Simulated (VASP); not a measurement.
A run of VASP 6.6.1 is set up as follows.

File INCAR:

```
SYSTEM = Be
PREC     = Accurate       ! precision mode
ENCUT    = 520            ! plane-wave cutoff, eV
EDIFF    = 1E-6           ! SCF threshold, eV
ISMEAR   = 0              ! smearing method
SIGMA    = 0.15           ! smearing width, eV
LREAL    = .False.        ! projectors in reciprocal space
LASPH    = .True.         ! aspherical terms in the spheres
NELM     = 100            ! most SCF steps
ALGO     = Fast           ! electronic algorithm
ISIF     = 2              ! what is computed and relaxed
LWAVE    = .False.        ! write WAVECAR
LCHARG   = .True.         ! write CHGCAR
GGA      = PE             ! functional
IVDW     = 12             ! dispersion correction
LELF     = .True.         ! ELF
LVHAR    = .True.       
NBANDS   = 9              ! bands
```

File KPOINTS:

```
regular mesh
0
Gamma
  24 24 12
  0 0 0
```

Contents of POSCAR:

```
Be
1.0
    2.2141966284      0.0000000000      0.0000000000
   -1.1070983142      1.9175505292      0.0000000000
    0.0000000000      0.0000000000      3.5001053904
Be
2
Direct
    0.2463851520      0.6183237424      0.2500000000
    0.7536148480      0.3816762576      0.7500000000
```

Potentials or basis: VASP PAW PBE potentials, release 64 (Be).

The run is started by

```bash
$ cat potpaw_PBE.64/Be/POTCAR > POTCAR
$ mpirun -np 1 vasp_std > vasp.out
```

Question: Estimate the band gap on the k mesh.

Answer: Zero (bands 2 and 3 overlap by 1.96 eV).

Question: Estimate the largest force.

Answer: 1.621 eV/Å.

Question: Estimate the dispersion energy per atom.

Answer: -0.379 eV.

Question: Estimate the pressure.

Answer: 3.0 GPa.

Forces in eV/Å, atoms in the order of the input:
```
Be   1.398  0.821  0.000
Be  -1.398 -0.821  0.000
```

Caveat: the cell differs from its parent crystal (atoms displaced along several vibrational modes); the stress differs along the axes, from -6 to 11 GPa; forces of over 1 eV/Å act on the atoms, so gaps and moduli don't describe the material at rest.
